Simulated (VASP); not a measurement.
# VRe3F (Pm-3m) in VASP: notebook

The runs below take VRe3F through single point, relaxation of cell and atoms, with PBE.

All numbers are computed with VASP 6.6.1; they aren't measurements. Logs are shortened: lines on timing, memory, paths and dates and some standing lists are left out, and cuts for length are marked.

## 1. The cell of the first run

It takes space group Pm-3m (No. 221, cubic). Conventional cell: a = 4.148 Å, b = 4.148 Å, c = 4.148 Å, α = 90.00°, β = 90.00°, γ = 90.00°. Within 3.9 Å of V (site symmetry m-3m) lie 12 Re at 2.93 Å and 8 F at 3.59 Å. Within 2.7 Å of Re (site symmetry 4/mmm) lie 2 F at 2.07 Å. F (site symmetry m-3m) has 6 Re at 2.07 Å within 2.7 Å.

## 2. Single point, PBE

The input, INCAR:

```
ALGO = Normal
EDIFF = 1E-7
ENCUT = 520
GGA = PE
ISIF = 2
ISMEAR = 0
LASPH = True
LCHARG = False
LREAL = False
LWAVE = False
NBANDS = 28
NELM = 100
PREC = Accurate
SIGMA = 0.1
```

The input, KPOINTS:

```
k-points
0
Gamma
  10 10 10
```

The input, POSCAR:

```
VRe3F
1.0
    4.1475613590      0.0000000000      0.0000000000
    0.0000000000      4.1475613590      0.0000000000
    0.0000000000      0.0000000000      4.1475613590
V Re F
1 3 1
Direct
    0.5000000000      0.5000000000      0.5000000000
    0.0000000000      0.5000000000      0.0000000000
    0.5000000000      0.0000000000      0.0000000000
    0.0000000000      0.0000000000      0.5000000000
    0.0000000000      0.0000000000      0.0000000000
```

Potentials or basis: VASP PAW PBE potentials, release 64 (V_sv, Re, F).

Run with:

```sh
cat potpaw_PBE.64/V_sv/POTCAR potpaw_PBE.64/Re/POTCAR potpaw_PBE.64/F/POTCAR > POTCAR
mpirun -np 1 vasp_std > vasp.out
```

OUTCAR:

```text
EDIFF = 1E-7
   ENCUT = 520
   GGA = PE
   ISIF = 2
   ISMEAR = 0
   LASPH = True
   LREAL = False
   NELM = 100
   PREC = Accurate

 ion  position               nearest neighbor table
   1  0.500  0.500  0.500-   2 2.93   3 2.93   4 2.93   2 2.93   3 2.93   3 2.93   4 2.93   3 2.93
                             2 2.93   4 2.93   2 2.93   4 2.93
   2  0.000  0.500  0.000-   5 2.07   5 2.07   4 2.93   1 2.93   1 2.93   4 2.93   3 2.93   4 2.93
                             3 2.93   4 2.93   1 2.93   3 2.93   1 2.93   3 2.93
   3  0.500  0.000  0.000-   5 2.07   5 2.07   4 2.93   1 2.93   1 2.93   4 2.93   1 2.93   2 2.93
                             1 2.93   2 2.93   4 2.93   2 2.93   4 2.93   2 2.93
   4  0.000  0.000  0.500-   5 2.07   5 2.07   3 2.93   1 2.93   2 2.93   3 2.93   2 2.93   1 2.93
                             2 2.93   2 2.93   1 2.93   3 2.93   3 2.93   1 2.93
   5  0.000  0.000  0.000-   2 2.07   3 2.07   4 2.07   4 2.07   2 2.07   3 2.07

  LATTYP: Found a simple cubic cell.
 ALAT       =     4.1475613590

  Lattice vectors:

 A1 = (   4.1475613590,   0.0000000000,   0.0000000000)
 A2 = (   0.0000000000,   4.1475613590,   0.0000000000)
 A3 = (   0.0000000000,   0.0000000000,   4.1475613590)

Analysis of symmetry for initial positions (statically):
=====================================================================
 Subroutine PRICEL returns:
 Original cell was already a primitive cell.

 Routine SETGRP: Setting up the symmetry group for a
 simple cubic supercell.

 Subroutine GETGRP returns: Found 48 space group operations
 (whereof 48 operations were pure point group operations)
 out of a pool of 48 trial point group operations.

The static configuration has the point symmetry O_h .

Analysis of symmetry for dynamics (positions and initial velocities):
=====================================================================
 Subroutine PRICEL returns:
 Original cell was already a primitive cell.

 Routine SETGRP: Setting up the symmetry group for a
 simple cubic supercell.

 Subroutine GETGRP returns: Found 48 space group operations
 (whereof 48 operations were pure point group operations)
 out of a pool of 48 trial point group operations.

The dynamic configuration has the point symmetry O_h .

 Subroutine INISYM returns: Found 48 space group operations
 (whereof 48 operations are pure point group operations),
 and found     1 'primitive' translations

----------------------------------------------------------------------------------------

                                     Primitive cell

  volume of cell :      71.3475

  direct lattice vectors                    reciprocal lattice vectors
     4.147561359  0.000000000  0.000000000     0.241105535  0.000000000  0.000000000
     0.000000000  4.147561359  0.000000000     0.000000000  0.241105535  0.000000000
     0.000000000  0.000000000  4.147561359     0.000000000  0.000000000  0.241105535

  length of vectors
     4.147561359  4.147561359  4.147561359     0.241105535  0.241105535  0.241105535

  position of ions in fractional coordinates (direct lattice)
     0.500000000  0.500000000  0.500000000
     0.000000000  0.500000000  0.000000000
     0.500000000  0.000000000  0.000000000
     0.000000000  0.000000000  0.500000000
     0.000000000  0.000000000  0.000000000

  ion indices of the primitive-cell ions
   primitive index   ion index
                 1           1
                 2           2
                 3           3
                 4           4
                 5           5

----------------------------------------------------------------------------------------

 KPOINTS: k-points

Automatic generation of k-mesh.
 Grid dimensions read from file:
 generate k-points for:   10   10   10

 Generating k-lattice:

  Cartesian coordinates                     Fractional coordinates (reciprocal lattice)
     0.024110553  0.000000000  0.000000000     0.100000000  0.000000000  0.000000000
     0.000000000  0.024110553  0.000000000     0.000000000  0.100000000  0.000000000
     0.000000000  0.000000000  0.024110553     0.000000000  0.000000000  0.100000000

  Length of vectors
     0.024110553  0.024110553  0.024110553

  Shift w.r.t. Gamma in fractional coordinates (k-lattice)
     0.000000000  0.000000000  0.000000000

 Subroutine IBZKPT returns following result:
 ===========================================

 Found     56 irreducible k-points:

 Following reciprocal coordinates:
            Coordinates               Weight
  0.000000  0.000000  0.000000      1.000000
  0.100000  0.000000  0.000000      6.000000
  0.200000  0.000000  0.000000      6.000000
  0.300000  0.000000  0.000000      6.000000
  0.400000  0.000000  0.000000      6.000000
  0.500000  0.000000  0.000000      3.000000
[... 16 lines left out ...]
  0.200000  0.100000  0.100000     24.000000
  0.300000  0.100000  0.100000     24.000000
 [... further k-points ...]
   k-points           NKPTS =     56   k-points in BZ     NKDIM =     56   number of bands    NBANDS=     28
   number of dos      NEDOS =    301   number of ions     NIONS =      5
   total plane-waves  NPLWV =  32768
   dimension x,y,z NGX =    32 NGY =   32 NGZ =   32
   dimension x,y,z NGXF=    64 NGYF=   64 NGZF=   64
   ions per type =               1   3   1
   NGX,Y,Z   is equivalent  to a cutoff of  12.83, 12.83, 12.83 a.u.
   NGXF,Y,Z  is equivalent  to a cutoff of  25.65, 25.65, 25.65 a.u.
 SYSTEM =  unknown system
   PREC   = accura    normal or accurate (medium, high low for compatibility)
   ISTART =      0    job   : 0-new  1-cont  2-samecut
   ICHARG =      2    charge: 1-file 2-atom 10-const
   ISPIN  =      1    spin polarized calculation?
   LNONCOLLINEAR =      F non collinear calculations
   LSORBIT =      F    spin-orbit coupling
   LASPH  =      T    aspherical Exc in radial PAW
   ENCUT  =  520.0 eV  38.22 Ry    6.18 a.u.   7.71  7.71  7.71*2*pi/ulx,y,z
   NELM   =    100;   NELMIN=  2; NELMDL= -5     # of ELM steps
   EDIFF  = 0.1E-06   stopping-criterion for ELM
   LREAL  =      F    real-space projection
   EDIFFG = 0.1E-05   stopping-criterion for IOM
   NSW    =      0    number of steps for IOM
   IBRION =     -1    ionic relax: 0-MD 1-quasi-New 2-CG
   NFREE  =      0    steps in history (QN), initial steepest desc. (CG)
   ISIF   =      2    stress and relaxation
   ISYM   =      2    0-nonsym 1-usesym 2-fastsym
   POTIM  = 0.5000    time-step for ionic-motion
   TEBEG  =    0.0;   TEEND  =   0.0 temperature during run
   PSTRESS=    0.0 pullay stress
   NELECT =      41.0000    total number of electrons
   NUPDOWN=      -1.0000    fix difference up-down
   EMIN   =  10.00;   EMAX   =-10.00  energy-range for DOS
   EFERMI =   0.00;   METHOD = LEGACY
   ISMEAR =     0;   SIGMA  =   0.10  broadening in eV -4-tet -1-fermi 0-gaus
   EFERMI_NEDOS =   21; number of points for ismear=-14 and -15
   IALGO  =     38    algorithm
   IMIX   =      4    mixing-type and parameters
     AMIX     =   0.40;   BMIX     =  1.00
     AMIX_MAG =   1.60;   BMIX_MAG =  1.00
  volume/ion in A,a.u.               =      14.27        96.30
  Fermi-wavevector in a.u.,A,eV,Ry     =   1.361058  2.572027 25.204505  1.852479
  Thomas-Fermi vector in A             =   2.487667
   LORBIT       =      0    0 simple, 1 ext, 2 COOP (PROOUT), +10 PAW based schemes
   GGA     = PE    functional components
   LHFCALC =     F    Hartree Fock is set to
   AEXX    =    0.0000 exact exchange contribution
   IVDW    =     0    specifies the selected vdW correction
   LEPSILON=     F    determine dielectric tensor
   LRPA    =     F    only Hartree local field effects (RPA)
 non-spin polarized calculation
 Gauss-broadening in eV      SIGMA  =   0.10
  energy-cutoff  :      520.00
  volume of cell :       71.35
 maximum number of plane-waves:      1938
 NGX is ok and might be reduce to    32
   NGX = 15   NGY = 15   NGZ = 15

 number of electron      41.0000007 magnetization

 Free energy of the ion-electron system (eV)
  ---------------------------------------------------
  ext. energy  EPLUGINS =         0.00000000
  ---------------------------------------------------
  free energy    TOTEN  =       -42.10145190 eV

  energy without entropy =      -42.07380775  energy(sigma->0) =      -42.08762983

 E-fermi :   7.5711     XC(G=0): -12.8315

 val. band max:        7.5677488899   @ k =   0.4000   0.4000   0.3000
 cond. band min:       7.5794776784   @ k =   0.4000   0.4000   0.0000
 fundamental gap:      0.0117287884
 Fermi energy:         7.5710804557

 k-point     1 :       0.0000    0.0000    0.0000
  band No.  band energies     occupation
      1     -56.8981      2.00000
      2     -30.6949      2.00000
      3     -30.6949      2.00000
      4     -30.6949      2.00000
      5     -23.3947      2.00000
      6      -4.1575      2.00000
[... 20 lines left out ...]
     27      10.3778      0.00000
     28      10.3813      0.00000

 k-point     2 :       0.1000    0.0000    0.0000
  band No.  band energies     occupation
      1     -56.8981      2.00000
      2     -30.6955      2.00000
      3     -30.6950      2.00000
      4     -30.6950      2.00000
      5     -23.3713      2.00000
      6      -4.3398      2.00000
[... 20 lines left out ...]
     27      10.1123      0.00000
     28      10.1869      0.00000

 k-point     3 :       0.2000    0.0000    0.0000
  band No.  band energies     occupation
      1     -56.8980      2.00000
      2     -30.6970      2.00000
      3     -30.6953      2.00000
      4     -30.6953      2.00000
      5     -23.3104      2.00000
      6      -4.7853      2.00000
[... 20 lines left out ...]
     27       9.7764      0.00000
     28       9.7916      0.00000

 k-point     4 :       0.3000    0.0000    0.0000
  band No.  band energies     occupation
      1     -56.8979      2.00000
      2     -30.6988      2.00000
      3     -30.6956      2.00000
      4     -30.6956      2.00000
      5     -23.2333      2.00000
      6      -5.2870      2.00000
[... 20 lines left out ...]
     27       9.3877      0.00000
     28      10.1305      0.00000

 k-point     5 :       0.4000    0.0000    0.0000
  band No.  band energies     occupation
      1     -56.8978      2.00000
      2     -30.7003      2.00000
      3     -30.6958      2.00000
      4     -30.6958      2.00000
      5     -23.1698      2.00000
      6      -5.6631      2.00000
[... 20 lines left out ...]
     27       9.2272      0.00000
     28      10.1541      0.00000

 k-point     6 :       0.5000    0.0000    0.0000
  band No.  band energies     occupation
      1     -56.8978      2.00000
      2     -30.7009      2.00000
      3     -30.6959      2.00000
      4     -30.6959      2.00000
      5     -23.1455      2.00000
      6      -5.8010      2.00000
[... 463 lines left out ...]
      5     -22.8977      2.00000
      6      -5.9864      2.00000
[... 20 lines left out ...]
     27       9.4520      0.00000
     28       9.4520      0.00000

 k-point    22 :       0.1000    0.1000    0.1000
  band No.  band energies     occupation
      1     -56.8980      2.00000
      2     -30.6961      2.00000
      3     -30.6954      2.00000
      4     -30.6954      2.00000
      5     -23.3251      2.00000
      6      -4.3912      2.00000
[... 20 lines left out ...]
     27      10.0056      0.00000
     28      10.1393      0.00000

 k-point    23 :       0.2000    0.1000    0.1000
  band No.  band energies     occupation
      1     -56.8979      2.00000
      2     -30.6972      2.00000
      3     -30.6958      2.00000
      4     -30.6956      2.00000
      5     -23.2643      2.00000
      6      -4.8237      2.00000
[... 20 lines left out ...]
     27       9.8819      0.00000
     28       9.9818      0.00000

 k-point    24 :       0.3000    0.1000    0.1000
  band No.  band energies     occupation
      1     -56.8979      2.00000
      2     -30.6988      2.00000
      3     -30.6962      2.00000
      4     -30.6958      2.00000
      5     -23.1875      2.00000
      6      -5.3242      2.00000
[... 20 lines left out ...]
     27       9.6689      0.00000
     28       9.9521      0.00000

 [... further k-points ...]
[... 5 lines left out ...]
  --------------------------------------------------------------------------------------
  -------------------------------------------------------------------------------------
  Total        0.4829458      0.4829458      0.4829458     -0.0000000      0.0000000     -0.0000000
  in kB       10.8450241     10.8450241     10.8450241     -0.0000000      0.0000000     -0.0000000
  external PRESSURE =      10.8450241 kB  Pullay stress =       0.0000000 kB

 VOLUME and BASIS-vectors are now :
 -----------------------------------------------------------------------------
  energy-cutoff  :      520.00
  volume of cell :       71.35
      direct lattice vectors                 reciprocal lattice vectors
     4.147561359  0.000000000  0.000000000     0.241105535  0.000000000  0.000000000
     0.000000000  4.147561359  0.000000000     0.000000000  0.241105535  0.000000000
     0.000000000  0.000000000  4.147561359     0.000000000  0.000000000  0.241105535

 POSITION                                       TOTAL-FORCE (eV/Angst)
 -----------------------------------------------------------------------------------
      2.07378      2.07378      2.07378         0.000000      0.000000      0.000000
      0.00000      2.07378      0.00000         0.000000      0.000000      0.000000
      2.07378      0.00000      0.00000         0.000000      0.000000      0.000000
      0.00000      0.00000      2.07378         0.000000      0.000000      0.000000
      0.00000      0.00000      0.00000         0.000000      0.000000      0.000000
 -----------------------------------------------------------------------------------
    total drift:                                0.000000      0.000000     -0.000000

  FREE ENERGIE OF THE ION-ELECTRON SYSTEM (eV)
  ---------------------------------------------------
  free  energy   TOTEN  =       -42.1014519015 eV

  energy  without entropy=      -42.0738077531  energy(sigma->0) =      -42.08762983
```

Run time: 1.8 min. Hardware: 1 thread of Intel Xeon Platinum 8259CL at 2.50GHz (Skylake/Cascade Lake), shared host; peak memory 0.25 GiB.

Results:

* Free energy: -42.1015 eV
* Pressure: 1.1 GPa

Caveat: spin-orbit coupling is left out, which moves the levels of the heavy elements; an odd number of electrons without spin polarisation forces a metal; a magnetic or distorted state may lie lower; the run has no spin polarisation, though such a crystal can be magnetic. With open d or f shells a metallic result of PBE can be an artefact of self-interaction; +U or a hybrid may open a gap.

## 3. Single point, PBE

The input, INCAR:

```
SYSTEM = VRe3F
ALGO = Normal ; EDIFF = 1E-7
ENCUT = 520 ; GGA = PE
ISIF = 2 ; ISMEAR = 0
LASPH = .TRUE. ; LCHARG = .FALSE.
LREAL = .FALSE. ; LWAVE = .FALSE.
NBANDS = 28 ; NELM = 100
PREC = Accurate ; SIGMA = 0.1
```

The input, KPOINTS:

```
k-points
0
G
  10 10 10
  0 0 0
```

POSCAR is that of step 2.

Potentials or basis: VASP PAW PBE potentials, release 64 (V_sv, Re, F).

Run with:

```sh
cat potpaw_PBE.64/V_sv/POTCAR potpaw_PBE.64/Re/POTCAR potpaw_PBE.64/F/POTCAR > POTCAR
mpirun -np 1 vasp_std > vasp.out
```

Run time: 1.8 min. Hardware: 1 thread of Intel Xeon Platinum 8259CL at 2.50GHz (Skylake/Cascade Lake), shared host; peak memory 0.25 GiB.

Results (log left out):

```
Free energy : -42.1015 eV
Pressure    : 1.1 GPa
```

Levels at points of the mesh, in eV from the Fermi level:
| k point | band 19 | band 20 | band 21 | band 22 | band 23 | band 24 |
| --- | --- | --- | --- | --- | --- | --- |
| (0.00, 0.00, 0.00) | -0.02 | -0.02 | 1.82 | 1.82 | 2.59 | 2.64 |
| (0.50, 0.00, 0.00) | -0.47 | -0.08 | -0.08 | -0.06 | 0.52 | 0.55 |
| (0.50, 0.50, 0.00) | -1.04 | -0.30 | -0.03 | -0.01 | 0.59 | 0.75 |
| (0.50, 0.50, 0.50) | -0.14 | -0.14 | 0.69 | 0.69 | 0.69 | 2.39 |

Caveat: spin-orbit coupling is left out, which moves the levels of the heavy elements; an odd number of electrons without spin polarisation forces a metal; a magnetic or distorted state may lie lower; the run has no spin polarisation, though such a crystal can be magnetic.

## 4. Relaxation of cell and atoms, PBE

This run uses another cell than the first one, of 14.32 Å³/atom, 1.004 times its volume.

The input, INCAR:

```
PREC = Accurate
ENCUT = 600
EDIFF = 1E-7
ISMEAR = 0
SIGMA = 0.1
LREAL = F
LASPH = T
NELM = 100
ALGO = Normal
ISIF = 3
LWAVE = F
LCHARG = F
GGA = PE
IBRION = 2
NSW = 100
EDIFFG = -0.01
```

The input, KPOINTS:

```
Automatic mesh
0
Gamma
  10 10 10
```

Edit POSCAR of step 3 so:

```diff
@@ -2,5 +2,5 @@
 1.0
-    4.1475613590      0.0000000000      0.0000000000
-    0.0000000000      4.1475613590      0.0000000000
-    0.0000000000      0.0000000000      4.1475613590
+    4.1526176644      0.0000000000      0.0000000000
+    0.0000000000      4.1526176644      0.0000000000
+    0.0000000000      0.0000000000      4.1526176644
 V Re F
```

Run with:

```sh
cat potpaw_PBE.64/V_sv/POTCAR potpaw_PBE.64/Re/POTCAR potpaw_PBE.64/F/POTCAR > POTCAR
mpirun -np 1 vasp_std > vasp.out
```

It took 5.3 min on 1 thread of Intel Xeon Platinum 8259CL at 2.50GHz (Skylake/Cascade Lake), shared host; peak memory 0.3 GiB.

Results (log left out):

- Free energy: -42.1086 eV
- Relaxed volume: 14.34 Å³/atom
- Relaxed cell: a = 4.154 Å, b = 4.154 Å, c = 4.154 Å, α = 90.00°, β = 90.00°, γ = 90.00°
- Space group after relaxing (to 0.05 Å): Pm-3m (No. 221)
- Energy gained by relaxing: 0.0 meV/atom
- Ionic steps: 3
- Pressure after relaxing: 0.0 GPa

Final structure:
```
V Re F
1.0
     4.15413    0.00000    0.00000
     0.00000    4.15413    0.00000
     0.00000    0.00000    4.15413
V Re F
1 3 1
Direct
  0.50000 0.50000 0.50000
  0.00000 0.50000 0.00000
  0.50000 0.00000 0.00000
  0.00000 0.00000 0.50000
  0.00000 0.00000 0.00000
```

Levels at points of the mesh, in eV from the Fermi level:
```tsv
k point	band 17	band 18	band 19	band 20	band 21	band 22	band 23	band 24
(0.00, 0.00, 0.00)	-1.24	-0.88	-0.02	-0.02	1.81	1.81	2.56	2.56
(0.50, 0.00, 0.00)	-1.52	-1.23	-0.47	-0.08	-0.08	-0.06	0.52	0.56
(0.50, 0.50, 0.00)	-2.09	-1.64	-1.03	-0.30	-0.03	-0.01	0.59	0.77
(0.50, 0.50, 0.50)	-0.63	-0.14	-0.14	-0.14	0.69	0.69	0.69	2.37
```

Caveat: spin-orbit coupling is left out, which moves the levels of the heavy elements; an odd number of electrons without spin polarisation forces a metal; a magnetic or distorted state may lie lower; the run has no spin polarisation, though such a crystal can be magnetic. With open d or f shells a metallic result of PBE can be an artefact of self-interaction; +U or a hybrid may open a gap.
